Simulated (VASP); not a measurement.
# Hf (P6/mmm) in VASP: further runs

Hf is run at these levels: LDA; tasks: single point, relaxation of cell and atoms.

All numbers are computed with VASP 6.6.1; they aren't measurements. Logs are shortened: lines on timing, memory, paths and dates and some standing lists are left out, and cuts for length are marked.

### Step 1. The cell of the first run

The structure is hexagonal, space group P6/mmm (No. 191). The conventional cell has a = 5.045 Å, b = 5.045 Å, c = 3.144 Å, α = 90.00°, β = 90.00°, γ = 120.00°. Within 4.1 Å of Hf (site symmetry 6/mmm) lie 14 Hf at 3.14 to 3.31 Å. Within 3.8 Å of Hf (site symmetry -6m2) lie 11 Hf at 2.91 to 3.31 Å.

### Step 2. Single point, LDA (volume scaled by 1.12)

Contents of INCAR:

```
ALGO = Normal
EDIFF = 1E-6
ENCUT = 520
GGA = CA
ISIF = 2
ISMEAR = -1
LASPH = T
LCHARG = F
LREAL = F
LWAVE = F
NBANDS = 22
NELM = 60
PREC = Accurate
SIGMA = 0.1
```

Contents of KPOINTS:

```
k-points
0
Gamma
  9 9 12
```

Contents of POSCAR:

```
Hf
1.0
    5.0450025181      0.0000000000      0.0000000000
   -2.5225012590      4.3691003429      0.0000000000
    0.0000000000      0.0000000000      3.1444502208
Hf
3
Direct
    1.0000000000      1.0000000000      1.0000000000
    0.3333333333      0.6666666667      0.5000000000
    0.6666666667      0.3333333333      0.5000000000
```

Potentials or basis: VASP PAW LDA potentials, release 64 (Hf_pv).

Command:

```sh
> cat potpaw_LDA.64/Hf_pv/POTCAR > POTCAR
> mpirun -np 1 vasp_std > vasp.out
```

OUTCAR:

```text
EDIFF = 1E-6
   ENCUT = 520
   GGA = CA
   ISIF = 2
   ISMEAR = -1
   LASPH = T
   LREAL = F
   NELM = 60
   PREC = Accurate

 ion  position               nearest neighbor table
   1  0.000  0.000  0.000-   2 3.31   3 3.31   2 3.31   3 3.31   3 3.31   3 3.31   2 3.31   2 3.31
                             3 3.31   3 3.31   2 3.31   2 3.31
   2  0.333  0.667  0.500-   3 2.91   3 2.91   3 2.91   1 3.31   1 3.31   1 3.31   1 3.31   1 3.31
                             1 3.31
   3  0.667  0.333  0.500-   2 2.91   2 2.91   2 2.91   1 3.31   1 3.31   1 3.31   1 3.31   1 3.31
                             1 3.31

  LATTYP: Found a hexagonal cell.
 ALAT       =     5.0450025181
 C/A-ratio  =     0.6232802084

  Lattice vectors:

 A1 = (   5.0450025181,   0.0000000000,   0.0000000000)
 A2 = (  -2.5225012590,   4.3691003429,   0.0000000000)
 A3 = (   0.0000000000,   0.0000000000,   3.1444502208)

Analysis of symmetry for initial positions (statically):
=====================================================================
 Subroutine PRICEL returns:
 Original cell was already a primitive cell.

 Routine SETGRP: Setting up the symmetry group for a
 hexagonal supercell.

 Subroutine GETGRP returns: Found 24 space group operations
 (whereof 24 operations were pure point group operations)
 out of a pool of 24 trial point group operations.

The static configuration has the point symmetry D_6h.

Analysis of symmetry for dynamics (positions and initial velocities):
=====================================================================
 Subroutine PRICEL returns:
 Original cell was already a primitive cell.

 Routine SETGRP: Setting up the symmetry group for a
 hexagonal supercell.

 Subroutine GETGRP returns: Found 24 space group operations
 (whereof 24 operations were pure point group operations)
 out of a pool of 24 trial point group operations.

The dynamic configuration has the point symmetry D_6h.

 Subroutine INISYM returns: Found 24 space group operations
 (whereof 24 operations are pure point group operations),
 and found     1 'primitive' translations

----------------------------------------------------------------------------------------

                                     Primitive cell

  volume of cell :      69.3104

  direct lattice vectors                    reciprocal lattice vectors
     5.045002518  0.000000000  0.000000000     0.198215957  0.114440036  0.000000000
    -2.522501259  4.369100343  0.000000000     0.000000000  0.228880072  0.000000000
     0.000000000  0.000000000  3.144450221     0.000000000  0.000000000  0.318020617

  length of vectors
     5.045002518  5.045002518  3.144450221     0.228880072  0.228880072  0.318020617

  position of ions in fractional coordinates (direct lattice)
     0.000000000  0.000000000  0.000000000
     0.333333333  0.666666667  0.500000000
     0.666666667  0.333333333  0.500000000

  ion indices of the primitive-cell ions
   primitive index   ion index
                 1           1
                 2           2
                 3           3

----------------------------------------------------------------------------------------

 KPOINTS: k-points

Automatic generation of k-mesh.
 Grid dimensions read from file:
 generate k-points for:    9    9   12

 Generating k-lattice:

  Cartesian coordinates                     Fractional coordinates (reciprocal lattice)
     0.022023995  0.012715560  0.000000000     0.111111111  0.000000000  0.000000000
     0.000000000  0.025431119  0.000000000     0.000000000  0.111111111  0.000000000
     0.000000000  0.000000000  0.026501718     0.000000000  0.000000000  0.083333333

  Length of vectors
     0.025431119  0.025431119  0.026501718

  Shift w.r.t. Gamma in fractional coordinates (k-lattice)
     0.000000000  0.000000000  0.000000000

 Subroutine IBZKPT returns following result:
 ===========================================

 Found     84 irreducible k-points:

 Following reciprocal coordinates:
            Coordinates               Weight
  0.000000  0.000000  0.000000      1.000000
  0.111111  0.000000  0.000000      6.000000
  0.222222  0.000000  0.000000      6.000000
  0.333333  0.000000  0.000000      6.000000
  0.444444  0.000000  0.000000      6.000000
  0.111111  0.111111  0.000000      6.000000
[... 16 lines left out ...]
  0.333333  0.222222  0.083333     24.000000
  0.333333  0.333333  0.083333      4.000000
 [... further k-points ...]
   k-points           NKPTS =     84   k-points in BZ     NKDIM =     84   number of bands    NBANDS=     22
   number of dos      NEDOS =    301   number of ions     NIONS =      3
   total plane-waves  NPLWV =  38400
   dimension x,y,z NGX =    40 NGY =   40 NGZ =   24
   dimension x,y,z NGXF=    80 NGYF=   80 NGZF=   48
   ions per type =               3
   NGX,Y,Z   is equivalent  to a cutoff of  13.18, 13.18, 12.69 a.u.
   NGXF,Y,Z  is equivalent  to a cutoff of  26.36, 26.36, 25.38 a.u.
 SYSTEM =  unknown system
   PREC   = accura    normal or accurate (medium, high low for compatibility)
   ISTART =      0    job   : 0-new  1-cont  2-samecut
   ICHARG =      2    charge: 1-file 2-atom 10-const
   ISPIN  =      1    spin polarized calculation?
   LNONCOLLINEAR =      F non collinear calculations
   LSORBIT =      F    spin-orbit coupling
   LASPH  =      T    aspherical Exc in radial PAW
   ENCUT  =  520.0 eV  38.22 Ry    6.18 a.u.   9.38  9.38  5.85*2*pi/ulx,y,z
   NELM   =     60;   NELMIN=  2; NELMDL= -5     # of ELM steps
   EDIFF  = 0.1E-05   stopping-criterion for ELM
   LREAL  =      F    real-space projection
   EDIFFG = 0.1E-04   stopping-criterion for IOM
   NSW    =      0    number of steps for IOM
   IBRION =     -1    ionic relax: 0-MD 1-quasi-New 2-CG
   NFREE  =      0    steps in history (QN), initial steepest desc. (CG)
   ISIF   =      2    stress and relaxation
   ISYM   =      2    0-nonsym 1-usesym 2-fastsym
   POTIM  = 0.5000    time-step for ionic-motion
   TEBEG  =    0.0;   TEEND  =   0.0 temperature during run
   PSTRESS=    0.0 pullay stress
   NELECT =      30.0000    total number of electrons
   NUPDOWN=      -1.0000    fix difference up-down
   EMIN   =  10.00;   EMAX   =-10.00  energy-range for DOS
   EFERMI =   0.00;   METHOD = LEGACY
   ISMEAR =    -1;   SIGMA  =   0.10  broadening in eV -4-tet -1-fermi 0-gaus
   EFERMI_NEDOS =   21; number of points for ismear=-14 and -15
   IALGO  =     38    algorithm
   IMIX   =      4    mixing-type and parameters
     AMIX     =   0.40;   BMIX     =  1.00
     AMIX_MAG =   1.60;   BMIX_MAG =  1.00
  volume/ion in A,a.u.               =      23.10       155.91
  Fermi-wavevector in a.u.,A,eV,Ry     =   1.238367  2.340173 20.865237  1.533552
  Thomas-Fermi vector in A             =   2.372895
   LORBIT       =      0    0 simple, 1 ext, 2 COOP (PROOUT), +10 PAW based schemes
   GGA     = CA    functional components
   LHFCALC =     F    Hartree Fock is set to
   AEXX    =    0.0000 exact exchange contribution
   IVDW    =     0    specifies the selected vdW correction
   LEPSILON=     F    determine dielectric tensor
   LRPA    =     F    only Hartree local field effects (RPA)
 non-spin polarized calculation
  energy-cutoff  :      520.00
  volume of cell :       69.31
 maximum number of plane-waves:      1896
 NGX is ok and might be reduce to    40
   NGX = 19   NGY = 19   NGZ = 11

 number of electron      29.9999998 magnetization

 Free energy of the ion-electron system (eV)
  ---------------------------------------------------
  ext. energy  EPLUGINS =         0.00000000
  ---------------------------------------------------
  free energy    TOTEN  =       -31.77301332 eV

  energy without entropy =      -31.67859537  energy(sigma->0) =      -31.72580434

 E-fermi :   4.3627     XC(G=0): -11.3231

 val. band max:        4.3390830874   @ k =   0.4444   0.0000   0.0833
 cond. band min:       4.3685833180   @ k =   0.2222   0.0000   0.0833
 fundamental gap:      0.0295002306
 Fermi energy:         4.3626598775

 k-point     1 :       0.0000    0.0000    0.0000
  band No.  band energies     occupation
      1     -26.2957      2.00000
      2     -26.2957      2.00000
      3     -26.1812      2.00000
      4     -26.1812      2.00000
      5     -25.9194      2.00000
      6     -25.6748      2.00000
[... 14 lines left out ...]
     21       7.0629      0.00000
     22       7.1044      0.00000

 k-point     2 :       0.1111    0.0000    0.0000
  band No.  band energies     occupation
      1     -26.3324      2.00000
      2     -26.3228      2.00000
      3     -26.1438      2.00000
      4     -26.1292      2.00000
      5     -25.9157      2.00000
      6     -25.6750      2.00000
[... 14 lines left out ...]
     21       6.6726      0.00000
     22       7.6289      0.00000

 k-point     3 :       0.2222    0.0000    0.0000
  band No.  band energies     occupation
      1     -26.3895      2.00000
      2     -26.3397      2.00000
      3     -26.0854      2.00000
      4     -26.0501      2.00000
      5     -25.9061      2.00000
      6     -25.6748      2.00000
[... 14 lines left out ...]
     21       6.8868      0.00000
     22       8.2096      0.00000

 k-point     4 :       0.3333    0.0000    0.0000
  band No.  band energies     occupation
      1     -26.4348      2.00000
      2     -26.3182      2.00000
      3     -26.0385      2.00000
      4     -26.0111      2.00000
      5     -25.8949      2.00000
      6     -25.6745      2.00000
[... 14 lines left out ...]
     21       7.5044      0.00000
     22       8.3141      0.00000

 k-point     5 :       0.4444    0.0000    0.0000
  band No.  band energies     occupation
      1     -26.4593      2.00000
      2     -26.2776      2.00000
      3     -26.0300      2.00000
      4     -26.0130      2.00000
      5     -25.8874      2.00000
      6     -25.6994      2.00000
[... 417 lines left out ...]
 k-point    22 :       0.2222    0.2222    0.0833
  band No.  band energies     occupation
      1     -26.3696      2.00000
      2     -26.3580      2.00000
      3     -26.1226      2.00000
      4     -25.9192      2.00000
      5     -25.9158      2.00000
      6     -25.7152      2.00000
[... 14 lines left out ...]
     21       7.6908      0.00000
     22       7.7891      0.00000

 k-point    23 :       0.3333    0.2222    0.0833
  band No.  band energies     occupation
      1     -26.3767      2.00000
      2     -26.3069      2.00000
      3     -26.1882      2.00000
      4     -25.9124      2.00000
      5     -25.8673      2.00000
      6     -25.7531      2.00000
[... 14 lines left out ...]
     21       7.1647      0.00000
     22       8.3147      0.00000

 k-point    24 :       0.3333    0.3333    0.0833
  band No.  band energies     occupation
      1     -26.3134      2.00000
      2     -26.3134      2.00000
      3     -26.2634      2.00000
      4     -25.9069      2.00000
      5     -25.8068      2.00000
      6     -25.8068      2.00000
[... 14 lines left out ...]
     21       6.8906      0.00000
     22       8.7823      0.00000

 [... further k-points ...]
[... 5 lines left out ...]
  --------------------------------------------------------------------------------------
  -------------------------------------------------------------------------------------
  Total       -4.8720425     -4.8720425     -4.8169123     -0.0000000      0.0000000      0.0000000
  in kB     -112.6220743   -112.6220743   -111.3476842     -0.0000000      0.0000000      0.0000000
  external PRESSURE =    -112.1972776 kB  Pullay stress =       0.0000000 kB

 VOLUME and BASIS-vectors are now :
 -----------------------------------------------------------------------------
  energy-cutoff  :      520.00
  volume of cell :       69.31
      direct lattice vectors                 reciprocal lattice vectors
     5.045002518  0.000000000  0.000000000     0.198215957  0.114440036  0.000000000
    -2.522501259  4.369100343  0.000000000     0.000000000  0.228880072  0.000000000
     0.000000000  0.000000000  3.144450221     0.000000000  0.000000000  0.318020617

 POSITION                                       TOTAL-FORCE (eV/Angst)
 -----------------------------------------------------------------------------------
      0.00000      0.00000      0.00000        -0.000000      0.000000      0.000000
     -0.00000      2.91273      1.57223        -0.000000      0.000000      0.000000
      2.52250      1.45637      1.57223         0.000000     -0.000000     -0.000000
 -----------------------------------------------------------------------------------
    total drift:                                0.000000     -0.000000      0.000000

  FREE ENERGIE OF THE ION-ELECTRON SYSTEM (eV)
  ---------------------------------------------------
  free  energy   TOTEN  =       -31.7730133153 eV

  energy  without entropy=      -31.6785953684  energy(sigma->0) =      -31.72580434
```

It took 43 s on 1 thread of Intel Xeon 6975P-C (Granite Rapids), shared host; peak memory 0.22 GiB.

Results:

```yaml
Free_energy: -31.7730 eV
Pressure: -11.2 GPa
Band_gap_on_the_k_mesh: zero (band 15 reaches 4.69 eV, above the bottom of band 16 at 3.83 eV)
```

Levels at points of the mesh, in eV from the Fermi level:
```
           k point  band 13  band 14  band 15  band 16  band 17  band 18
(0.00, 0.00, 0.00)    -0.59    -0.59    -0.53    -0.53     1.03     2.01
(0.00, 0.00, 0.50)    -2.13    -1.75    -1.75     1.36     1.36     1.86
```

Caveat: the cell differs from its parent crystal (volume scaled by 1.12); spin-orbit coupling is left out, which moves the levels of the heavy elements.

### Step 3. Single point, LDA

This run uses another cell than the first one, of 20.63 Å³/atom, 0.893 times its volume.

Contents of INCAR:

```
  ALGO = Normal
  EDIFF = 1E-7
  ENCUT = 520
  ISIF = 2
  ISMEAR = -1
  LASPH = T
  LCHARG = F
  LREAL = F
  LWAVE = F
  NBANDS = 22
  NELM = 60
  PREC = Accurate
  SIGMA = 0.1
```

Contents of KPOINTS:

```
k-points
0
Gamma
  10 10 14
```

Contents of POSCAR:

```
Hf
1.0
    4.8579761663      0.0000000000      0.0000000000
   -2.4289880831      4.2071307710      0.0000000000
    0.0000000000      0.0000000000      3.0278803973
Hf
3
Direct
    1.0000000000      1.0000000000      1.0000000000
    0.3333333333      0.6666666667      0.5000000000
    0.6666666667      0.3333333333      0.5000000000
```

Potentials or basis: VASP PAW LDA potentials, release 64 (Hf_pv).

Command:

```sh
> cat potpaw_LDA.64/Hf_pv/POTCAR > POTCAR
> mpirun -np 1 vasp_std > vasp.out
```

It took 58 s on 1 thread of Intel Xeon 6975P-C (Granite Rapids), shared host; peak memory 0.24 GiB.

The run converged. Its results:

| Quantity | Value |
| --- | --- |
| Free energy | -32.0536 eV |
| Pressure | 0.1 GPa |
| Band gap on the k mesh | zero (band 15 reaches 5.63 eV, above the bottom of band 16 at 4.65 eV) |

Stress tensor (GPa, compression positive):
```
0.00 0.00 0.00
0.00 0.00 0.00
0.00 0.00 0.27
```

Levels at points of the mesh, in eV from the Fermi level:
```csv
k point,band 12,band 13,band 14,band 15,band 16,band 17,band 18,band 19
"(0.00, 0.00, 0.00)",-0.63,-0.57,-0.57,-0.52,-0.52,1.11,2.18,2.18
"(0.50, 0.00, 0.00)",-3.73,-0.57,-0.54,-0.44,0.13,0.88,1.52,1.53
"(0.00, 0.00, 0.50)",-2.81,-2.07,-2.07,-2.06,1.45,1.45,2.15,2.15
"(0.50, 0.00, 0.50)",-2.19,-1.58,-0.85,-0.61,0.50,0.86,1.14,1.81
```

Caveat: spin-orbit coupling is left out, which moves the levels of the heavy elements.

### Step 4. Relaxation of cell and atoms, LDA

This run uses another cell than the first one, of 22.38 Å³/atom, 0.969 times its volume.

Contents of INCAR:

```
SYSTEM = Hf
PREC = Accurate ; ENCUT = 600
EDIFF = 1E-6 ; ISMEAR = -1
SIGMA = 0.1 ; LREAL = .False.
LASPH = .True. ; NELM = 80
ALGO = Normal ; ISIF = 3
LWAVE = .False. ; LCHARG = .False.
GGA = CA ; IBRION = 2
NSW = 80 ; EDIFFG = -0.01
```

Contents of KPOINTS:

```
regular mesh
0
Gamma
  7 7 10
  0 0 0
```

Contents of POSCAR:

```
Hf
1.0
    5.0195555627      0.0000000000      0.0000000000
   -2.5097777813      4.3470626330      0.0000000000
    0.0000000000      0.0000000000      3.0769875599
Hf
3
Direct
    0.0000000000      0.0000000000      0.0000000000
    0.3333333333      0.6666666667      0.5000000000
    0.6666666667      0.3333333333      0.5000000000
```

Command:

```sh
> cat potpaw_LDA.64/Hf_pv/POTCAR > POTCAR
> mpirun -np 1 vasp_std > vasp.out
```

Run time: 7 min. Hardware: 1 thread of Intel Xeon Platinum 8375C at 2.90GHz (Ice Lake), shared host; peak memory 0.21 GiB.

The run converged. Its results:

```yaml
Free_energy: -32.0568 eV
Relaxed_volume: 20.64 Å³/atom
Relaxed_cell: a = 4.858 Å, b = 4.858 Å, c = 3.031 Å, α = 90.00°, β = 90.00°, γ = 120.00°
Space_group_after_relaxing_to_0.05_Å: P6/mmm (No. 191)
Energy_gained_by_relaxing: 51.7 meV/atom
Ionic_steps: 9
Pressure_after_relaxing: 0.0 GPa
Band_gap_on_the_k_mesh: zero (band 15 reaches 5.57 eV, above the bottom of band 16 at 4.65 eV)
```

The path:
| step | energy change (eV) | largest force (eV/Å) | pressure (GPa) | volume (Å³) |
| --- | --- | --- | --- | --- |
| 1 | 0.0000 | 0.0000 | -8.52 | 67.14 |
| 2 | 0.0786 | 0.0000 | 14.09 | 56.22 |
| 3 | -0.1532 | 0.0000 | -0.08 | 61.98 |
| 4 | -0.1533 | 0.0000 | 0.10 | 61.88 |
| 5 | -0.1532 | 0.0000 | 0.30 | 61.78 |
| 6 | -0.1549 | 0.0000 | 0.19 | 61.83 |
| 7 | -0.1549 | 0.0000 | 0.21 | 61.82 |
| 8 | -0.1549 | 0.0000 | -0.21 | 62.03 |
| 9 | -0.1550 | 0.0000 | -0.02 | 61.93 |

Final structure:
```cif
data_structure
_symmetry_space_group_name_H-M 'P 1'
_symmetry_Int_Tables_number 1
_cell_length_a 4.8576
_cell_length_b 4.8576
_cell_length_c 3.0306
_cell_angle_alpha 90.000
_cell_angle_beta 90.000
_cell_angle_gamma 120.000
_cell_volume 61.93
loop_
_atom_site_label
_atom_site_type_symbol
_atom_site_fract_x
_atom_site_fract_y
_atom_site_fract_z
_atom_site_occupancy
Hf1 Hf 0.00000 0.00000 0.00000 1
Hf2 Hf 0.33333 0.66667 0.50000 1
Hf3 Hf 0.66667 0.33333 0.50000 1
```

Levels at points of the mesh, in eV from the Fermi level:
```
           k point  band 13  band 14  band 15  band 16  band 17  band 18
(0.00, 0.00, 0.00)    -0.57    -0.57    -0.52    -0.52     1.12     2.18
(0.00, 0.00, 0.50)    -2.06    -2.06    -2.06     1.45     1.45     2.15
```

Caveat: spin-orbit coupling is left out, which moves the levels of the heavy elements.

### Step 5. Summary

```csv
task,cell,k mesh,cutoff (eV),gap on the mesh (eV),pressure (GPa)
single point,"a = 5.045, b = 5.045, c = 3.144 Å, angles 90.0, 90.0, 120.0°, 3 atoms",9 × 9 × 12,520,none,-11.2
single point,"a = 4.858, b = 4.858, c = 3.028 Å, angles 90.0, 90.0, 120.0°, 3 atoms",10 × 10 × 14,520,none,0.1
relaxation of cell and atoms,"relaxed from a = 5.020, b = 5.020, c = 3.077 Å, angles 90.0, 90.0, 120.0°, 3 atoms",7 × 7 × 10,600,none,0.0
```

Alike in all rows: level LDA; potentials or basis VASP PAW LDA potentials, release 64 (Hf_pv); no spin polarisation; smearing fermi-dirac 0.1 eV.

Caveats: spin-orbit coupling is left out, which moves the levels of the heavy elements.

Total energies depend on the potentials used, so only differences within one code and one set of settings carry meaning.
